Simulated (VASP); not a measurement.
A run of VASP 6.6.1:

Contents of INCAR:

```
SYSTEM = W
  PREC = Accurate
  ENCUT = 520
  EDIFF = 1E-8
  ISMEAR = -1
  SIGMA = 0.08
  LREAL = .FALSE.
  LASPH = .TRUE.
  NELM = 100
  ALGO = Normal
  ISIF = 2
  LWAVE = .FALSE.
  LCHARG = .FALSE.
  GGA = PE
  LEFG = .TRUE.
  NBANDS = 13
```

Contents of KPOINTS:

```
Automatic mesh
0
G
  14 14 14
  0 0 0
```

Contents of POSCAR:

```
W
1.0
   -1.5973000000      1.5973000000      1.5973000000
    1.5973000000     -1.5973000000      1.5973000000
    1.5973000000      1.5973000000     -1.5973000000
W
1
Direct
    0.0000000000      0.0000000000      0.0000000000
```

Potentials or basis: VASP PAW PBE potentials, release 64 (W_sv).

The run is started by

```console
$ cat potpaw_PBE.64/W_sv/POTCAR > POTCAR
$ mpirun -np 1 vasp_std > vasp.out
```

Hardware: 1 thread of Intel(R) Xeon(R) 6975P-C (Granite Rapids), with other jobs on the host.

Task: How long does it take, and how much memory?

Result: Wall time 8.4 s on 1 thread of Intel(R) Xeon(R) 6975P-C (Granite Rapids), with other jobs on the host, peak memory 0.15 GiB. Counts: scf iterations 14, k points 104.
